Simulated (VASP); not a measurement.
# Rb (Pm-3m) in VASP: single point with PBEsol+D4

Aim: the single point of Rb with PBEsol+D4.

Program: VASP 6.6.1. These are calculated values, not measurements. Logs are shortened: lines on timing, memory, paths and dates and some standing lists are left out, and cuts for length are marked.

## 1. The cell of the first run

It takes space group Pm-3m (No. 221, cubic). Conventional cell: a = 4.260 Å, b = 4.260 Å, c = 4.260 Å, α = 90.00°, β = 90.00°, γ = 90.00°. Within 5.6 Å of Rb (site symmetry m-3m) lie 6 Rb at 4.26 Å.

## 2. Single point, PBEsol+D4

Contents of INCAR:

```
SYSTEM = Rb
ALGO     = Normal         ! electronic algorithm
EDIFF    = 1E-6           ! SCF threshold, eV
ENCUT    = 520            ! plane-wave cutoff, eV
GGA      = PS             ! functional
ISIF     = 2              ! what is computed and relaxed
ISMEAR   = -1             ! smearing method
IVDW     = 13             ! dispersion correction
LASPH    = .True.         ! aspherical terms in the spheres
LCHARG   = .False.        ! write CHGCAR
LREAL    = .False.        ! projectors in reciprocal space
LWAVE    = .False.        ! write WAVECAR
NBANDS   = 10             ! bands
NELM     = 60             ! most SCF steps
PREC     = Accurate       ! precision mode
SIGMA    = 0.1            ! smearing width, eV
```

Contents of KPOINTS:

```
k-points
0
Gamma
  6 6 6
  0 0 0
```

Contents of POSCAR:

```
Rb
1.0
    4.2598220000      0.0000000000      0.0000000000
    0.0000000000      4.2598220000      0.0000000000
    0.0000000000      0.0000000000      4.2598220000
Rb
1
Direct
    0.0000000000      0.0000000000      0.0000000000
```

Potentials or basis: VASP PAW PBE potentials, release 64 (Rb_sv).

Started as:

```bash
$ cat potpaw_PBE.64/Rb_sv/POTCAR > POTCAR
$ mpirun -np 1 vasp_std > vasp.out
```

OUTCAR:

```text
SYSTEM = Rb
   EDIFF = 1E-6
   ENCUT = 520
   GGA = PS
   ISIF = 2
   ISMEAR = -1
   IVDW = 13
   LASPH = .True.
   LREAL = .False.
   NELM = 60
   PREC = Accurate

 ion  position               nearest neighbor table
   1  0.000  0.000  0.000-

  LATTYP: Found a simple cubic cell.
 ALAT       =     4.2598220000

  Lattice vectors:

 A1 = (   4.2598220000,   0.0000000000,   0.0000000000)
 A2 = (   0.0000000000,   4.2598220000,   0.0000000000)
 A3 = (   0.0000000000,   0.0000000000,   4.2598220000)

Analysis of symmetry for initial positions (statically):
=====================================================================
 Subroutine PRICEL returns:
 Original cell was already a primitive cell.

 Routine SETGRP: Setting up the symmetry group for a
 simple cubic supercell.

 Subroutine GETGRP returns: Found 48 space group operations
[... 9 lines left out ...]

 Routine SETGRP: Setting up the symmetry group for a
 simple cubic supercell.

 Subroutine GETGRP returns: Found 48 space group operations
[... 11 lines left out ...]
                                     Primitive cell

  volume of cell :      77.2991

  direct lattice vectors                    reciprocal lattice vectors
     4.259822000  0.000000000  0.000000000     0.234751593  0.000000000  0.000000000
     0.000000000  4.259822000  0.000000000     0.000000000  0.234751593  0.000000000
     0.000000000  0.000000000  4.259822000     0.000000000  0.000000000  0.234751593

  length of vectors
     4.259822000  4.259822000  4.259822000     0.234751593  0.234751593  0.234751593

  position of ions in fractional coordinates (direct lattice)
     0.000000000  0.000000000  0.000000000

  ion indices of the primitive-cell ions
   primitive index   ion index
                 1           1

----------------------------------------------------------------------------------------

 KPOINTS: k-points

Automatic generation of k-mesh.
 Grid dimensions read from file:
 generate k-points for:    6    6    6

 Generating k-lattice:

  Cartesian coordinates                     Fractional coordinates (reciprocal lattice)
     0.039125265  0.000000000  0.000000000     0.166666667  0.000000000  0.000000000
     0.000000000  0.039125265  0.000000000     0.000000000  0.166666667  0.000000000
     0.000000000  0.000000000  0.039125265     0.000000000  0.000000000  0.166666667

  Length of vectors
     0.039125265  0.039125265  0.039125265

  Shift w.r.t. Gamma in fractional coordinates (k-lattice)
     0.000000000  0.000000000  0.000000000

 Subroutine IBZKPT returns following result:
 ===========================================

 Found     20 irreducible k-points:

 Following reciprocal coordinates:
            Coordinates               Weight
  0.000000  0.000000  0.000000      1.000000
  0.166667  0.000000  0.000000      6.000000
  0.333333  0.000000  0.000000      6.000000
  0.500000  0.000000  0.000000      3.000000
  0.166667  0.166667  0.000000     12.000000
  0.333333  0.166667  0.000000     24.000000
[... 12 lines left out ...]
  0.500000  0.500000  0.333333      6.000000
  0.500000  0.500000  0.500000      1.000000
   k-points           NKPTS =     20   k-points in BZ     NKDIM =     20   number of bands    NBANDS=     10
   number of dos      NEDOS =    301   number of ions     NIONS =      1
   total plane-waves  NPLWV =  32768
   dimension x,y,z NGX =    32 NGY =   32 NGZ =   32
   dimension x,y,z NGXF=    64 NGYF=   64 NGZF=   64
   ions per type =               1
   NGX,Y,Z   is equivalent  to a cutoff of  12.49, 12.49, 12.49 a.u.
   NGXF,Y,Z  is equivalent  to a cutoff of  24.98, 24.98, 24.98 a.u.
 SYSTEM =  Rb
   PREC   = accura    normal or accurate (medium, high low for compatibility)
   ISTART =      0    job   : 0-new  1-cont  2-samecut
   ICHARG =      2    charge: 1-file 2-atom 10-const
   ISPIN  =      1    spin polarized calculation?
   LNONCOLLINEAR =      F non collinear calculations
   LSORBIT =      F    spin-orbit coupling
   LASPH  =      T    aspherical Exc in radial PAW
   ENCUT  =  520.0 eV  38.22 Ry    6.18 a.u.   7.92  7.92  7.92*2*pi/ulx,y,z
   NELM   =     60;   NELMIN=  2; NELMDL= -5     # of ELM steps
   EDIFF  = 0.1E-05   stopping-criterion for ELM
   LREAL  =      F    real-space projection
   EDIFFG = 0.1E-04   stopping-criterion for IOM
   NSW    =      0    number of steps for IOM
   IBRION =     -1    ionic relax: 0-MD 1-quasi-New 2-CG
   NFREE  =      0    steps in history (QN), initial steepest desc. (CG)
   ISIF   =      2    stress and relaxation
   ISYM   =      2    0-nonsym 1-usesym 2-fastsym
   POTIM  = 0.5000    time-step for ionic-motion
   TEBEG  =    0.0;   TEEND  =   0.0 temperature during run
   PSTRESS=    0.0 pullay stress
   NELECT =       9.0000    total number of electrons
   NUPDOWN=      -1.0000    fix difference up-down
   EMIN   =  10.00;   EMAX   =-10.00  energy-range for DOS
   EFERMI =   0.00;   METHOD = LEGACY
   ISMEAR =    -1;   SIGMA  =   0.10  broadening in eV -4-tet -1-fermi 0-gaus
   EFERMI_NEDOS =   21; number of points for ismear=-14 and -15
   IALGO  =     38    algorithm
   IMIX   =      4    mixing-type and parameters
     AMIX     =   0.40;   BMIX     =  1.00
     AMIX_MAG =   1.60;   BMIX_MAG =  1.00
  volume/ion in A,a.u.               =      77.30       521.64
  Fermi-wavevector in a.u.,A,eV,Ry     =   0.799400  1.510647  8.694675  0.639041
  Thomas-Fermi vector in A             =   1.906496
   LORBIT       =      0    0 simple, 1 ext, 2 COOP (PROOUT), +10 PAW based schemes
   GGA     = PS    functional components
   LHFCALC =     F    Hartree Fock is set to
   AEXX    =    0.0000 exact exchange contribution
   IVDW    =    13    specifies the selected vdW correction
   LEPSILON=     F    determine dielectric tensor
   LRPA    =     F    only Hartree local field effects (RPA)
 non-spin polarized calculation
  energy-cutoff  :      520.00
  volume of cell :       77.30
 maximum number of plane-waves:      2103
 NGX is ok and might be reduce to    32
   NGX = 15   NGY = 15   NGZ = 15

 number of electron       9.0000000 magnetization

 Free energy of the ion-electron system (eV)
  ---------------------------------------------------
  ext. energy  EPLUGINS =         0.00000000
  ---------------------------------------------------
  free energy    TOTEN  =        -0.91201386 eV

  energy without entropy =       -0.88155928  energy(sigma->0) =       -0.89678657

 E-fermi :   0.4118     XC(G=0):  -5.9393

 val. band max:        0.2200367568   @ k =   0.3333   0.3333   0.0000
 cond. band min:       0.4331285173   @ k =   0.3333   0.3333   0.1667
 fundamental gap:      0.2130917605
 Fermi energy:         0.4117914881

 k-point     1 :       0.0000    0.0000    0.0000
  band No.  band energies     occupation
      1     -28.6234      2.00000
      2     -12.6120      2.00000
      3     -12.6120      2.00000
      4     -12.6120      2.00000
      5      -1.8377      2.00000
      6       2.6496      0.00000
      7       2.6496      0.00000
      8       6.8612      0.00000
      9       6.8612      0.00000
     10       6.8624      0.00000

 k-point     2 :       0.1667    0.0000    0.0000
  band No.  band energies     occupation
      1     -28.6202      2.00000
      2     -12.6779      2.00000
      3     -12.6063      2.00000
      4     -12.6063      2.00000
      5      -1.5391      2.00000
      6       2.5753      0.00000
      7       2.7863      0.00000
      8       5.8115      0.00000
      9       5.8115      0.00000
     10       6.2036      0.00000

 k-point     3 :       0.3333    0.0000    0.0000
  band No.  band energies     occupation
      1     -28.6138      2.00000
      2     -12.8054      2.00000
      3     -12.5949      2.00000
      4     -12.5949      2.00000
      5      -0.7298      1.99998
      6       1.7961      0.00000
      7       3.1129      0.00000
      8       5.0217      0.00000
      9       5.0217      0.00000
     10       6.4942      0.00000

 k-point     4 :       0.5000    0.0000    0.0000
  band No.  band energies     occupation
      1     -28.6107      2.00000
      2     -12.8672      2.00000
      3     -12.5893      2.00000
      4     -12.5893      2.00000
      5       0.2063      1.77297
      6       0.7446      0.06926
      7       3.3175      0.00000
      8       4.7408      0.00000
      9       4.7408      0.00000
     10       7.1037      0.00000

 k-point     5 :       0.1667    0.1667    0.0000
  band No.  band energies     occupation
      1     -28.6171      2.00000
      2     -12.6747      2.00000
      3     -12.6678      2.00000
      4     -12.6007      2.00000
      5      -1.2479      2.00000
      6       2.7288      0.00000
      7       2.7472      0.00000
      8       4.7697      0.00000
      9       5.6919      0.00000
     10       6.3571      0.00000

 k-point     6 :       0.3333    0.1667    0.0000
  band No.  band energies     occupation
      1     -28.6107      2.00000
      2     -12.7972      2.00000
      3     -12.6580      2.00000
      4     -12.5895      2.00000
      5      -0.4604      1.99967
      6       1.9378      0.00000
      7       3.1286      0.00000
      8       4.3330      0.00000
      9       5.1241      0.00000
     10       6.3252      0.00000

 k-point     7 :       0.5000    0.1667    0.0000
  band No.  band energies     occupation
      1     -28.6076      2.00000
      2     -12.8581      2.00000
      3     -12.6514      2.00000
      4     -12.5839      2.00000
      5       0.5504      0.40015
      6       0.7904      0.04436
      7       3.4638      0.00000
      8       4.0661      0.00000
      9       4.8606      0.00000
     10       6.4089      0.00000

 k-point     8 :       0.3333    0.3333    0.0000
  band No.  band energies     occupation
      1     -28.6045      2.00000
      2     -12.7837      2.00000
      3     -12.7771      2.00000
      4     -12.5786      2.00000
      5       0.2200      1.74373
      6       2.0047      0.00000
      7       2.8716      0.00000
      8       3.9270      0.00000
      9       5.2823      0.00000
     10       5.6072      0.00000

 k-point     9 :       0.5000    0.3333    0.0000
  band No.  band energies     occupation
      1     -28.6013      2.00000
      2     -12.8398      2.00000
      3     -12.7720      2.00000
      4     -12.5732      2.00000
      5       0.8862      0.01726
      6       1.4311      0.00007
      7       3.2363      0.00000
      8       3.4777      0.00000
      9       5.1387      0.00000
     10       5.6017      0.00000
[... 66 lines left out ...]
 k-point    15 :       0.5000    0.3333    0.1667
  band No.  band energies     occupation
      1     -28.5983      2.00000
      2     -12.8313      2.00000
      3     -12.7645      2.00000
      4     -12.6329      2.00000
      5       1.0353      0.00391
      6       1.7254      0.00000
      7       2.9672      0.00000
      8       3.6627      0.00000
      9       5.0113      0.00000
     10       5.1343      0.00000

 k-point    16 :       0.5000    0.5000    0.1667
  band No.  band energies     occupation
      1     -28.5952      2.00000
      2     -12.8223      2.00000
      3     -12.8223      2.00000
      4     -12.6268      2.00000
      5       1.1296      0.00152
      6       2.6875      0.00000
      7       2.6875      0.00000
      8       2.8022      0.00000
      9       5.3323      0.00000
     10       5.3323      0.00000

 k-point    17 :       0.3333    0.3333    0.3333
  band No.  band energies     occupation
      1     -28.5952      2.00000
      2     -12.7627      2.00000
      3     -12.7542      2.00000
      4     -12.7542      2.00000
      5       0.9511      0.00905
      6       2.6069      0.00000
      7       2.6069      0.00000
      8       3.8103      0.00000
      9       4.7242      0.00000
     10       4.7242      0.00000

 k-point    18 :       0.5000    0.3333    0.3333
  band No.  band energies     occupation
      1     -28.5922      2.00000
      2     -12.8143      2.00000
      3     -12.7519      2.00000
      4     -12.7465      2.00000
      5       1.4040      0.00010
      6       2.1648      0.00000
      7       2.4922      0.00000
      8       4.2428      0.00000
      9       4.6228      0.00000
     10       5.1678      0.00000

 k-point    19 :       0.5000    0.5000    0.3333
  band No.  band energies     occupation
      1     -28.5891      2.00000
      2     -12.8058      2.00000
      3     -12.8058      2.00000
      4     -12.7416      2.00000
      5       1.6539      0.00001
      6       2.2702      0.00000
      7       2.2702      0.00000
      8       4.1954      0.00000
      9       5.1125      0.00000
     10       5.4098      0.00000

 k-point    20 :       0.5000    0.5000    0.5000
  band No.  band energies     occupation
      1     -28.5861      2.00000
      2     -12.7974      2.00000
      3     -12.7974      2.00000
      4     -12.7974      2.00000
      5       2.0842      0.00000
      6       2.0842      0.00000
      7       2.0842      0.00000
      8       4.2579      0.00000
      9       5.4564      0.00000
     10       5.4564      0.00000

------------------------ aborting loop because EDIFF is reached ----------------------------------------

  DFT-D4 for vdW energy calculation

  Edisp (eV):   -0.05036

  FORCE on cell =-STRESS in cart. coord.  units (eV):
  Direction    XX          YY          ZZ          XY          YZ          ZX
  --------------------------------------------------------------------------------------
  -------------------------------------------------------------------------------------
  Total       0.23854     0.23854     0.23854     0.00000     0.00000     0.00000
  in kB       4.94421     4.94421     4.94421     0.00000     0.00000     0.00000
  external pressure =        4.94 kB  Pullay stress =        0.00 kB

 VOLUME and BASIS-vectors are now :
 -----------------------------------------------------------------------------
  energy-cutoff  :      520.00
  volume of cell :       77.30
      direct lattice vectors                 reciprocal lattice vectors
     4.259822000  0.000000000  0.000000000     0.234751593  0.000000000  0.000000000
     0.000000000  4.259822000  0.000000000     0.000000000  0.234751593  0.000000000
     0.000000000  0.000000000  4.259822000     0.000000000  0.000000000  0.234751593

 POSITION                                       TOTAL-FORCE (eV/Angst)
 -----------------------------------------------------------------------------------
      0.00000      0.00000      0.00000         0.000000      0.000000      0.000000
 -----------------------------------------------------------------------------------
    total drift:                                0.000000      0.000000      0.000000

  FREE ENERGIE OF THE ION-ELECTRON SYSTEM (eV)
  ---------------------------------------------------
  free  energy   TOTEN  =        -0.9623706382 eV

  energy  without entropy=       -0.9319160586  energy(sigma->0) =       -0.94714335
```

It took 11 s on 1 thread of AMD EPYC 7R43 (Zen 3), shared host; peak memory 0.13 GiB.

Results:

```yaml
Free_energy: -0.9624 eV
Pressure: 0.5 GPa
Dispersion_energy_per_atom: -0.050 eV
```

Caveat: the PAW data sets were made with another functional, which shifts forces and pressure a little; pairwise dispersion overbinds metals, which lowers pressure and volume.
